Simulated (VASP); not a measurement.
Write the native input for VASP 6.6.1 that does the following.

- Task: single point
- Functional: PBE
- Potentials or basis: VASP PAW PBE potentials, release 64 (Al, N)
- Cutoff: 520 eV
- k mesh: 9 × 9 × 6
- Occupations: gaussian, width 0.05 eV
- Spin: no spin polarisation
- Dipole correction: no
- Further INCAR settings: ALGO = Normal; EDIFF = 1e-06; NBANDS = 16

The structure of AlN lies in POSCAR:

```
AlN
1.0
    3.3134793407      0.0000000000      0.0000000000
   -1.6567396703      2.8695572839      0.0000000000
    0.0000000000      0.0000000000      4.1875902417
Al N
2 2
Direct
    0.3393033764      0.6786067527      0.7729095315
    0.6726367097      0.3452734194      0.2729095315
    0.3218333015      0.6436666031      0.2058696077
    0.6551666349      0.3103332697      0.7058696077
```

This cell differs from its parent crystal: mode 4 frozen in at -0.185 Å and mode 10 at -0.066 Å (largest displacements).

One way to write it, as run:

INCAR

```
ALGO = Normal
EDIFF = 1E-6
ENCUT = 520
GGA = PE
ISIF = 2
ISMEAR = 0
LASPH = T
LCHARG = F
LREAL = F
LWAVE = F
NBANDS = 16
NELM = 80
PREC = Accurate
SIGMA = 0.05
```

KPOINTS

```
k-points
0
Gamma
  9 9 6
```

Potentials or basis: VASP PAW PBE potentials, release 64 (Al, N).

The run is started by

```sh
$ cat potpaw_PBE.64/Al/POTCAR potpaw_PBE.64/N/POTCAR > POTCAR
$ mpirun -np 1 vasp_std > vasp.out
```

Results of the run:

The pressure is 8.6 GPa, the largest force is 2.053 eV/Å and the band gap on the k mesh is 3.56 eV, direct.

Caveat: the cell differs from its parent crystal (mode 4 frozen in at -0.185 Å and mode 10 at -0.066 Å (largest displacements)); forces of over 1 eV/Å act on the atoms, so gaps and moduli don't describe the material at rest.

It took 41 s on 1 thread of Intel(R) Xeon(R) Platinum 8559C (Emerald Rapids), on a shared host, peak memory 0.2 GiB.
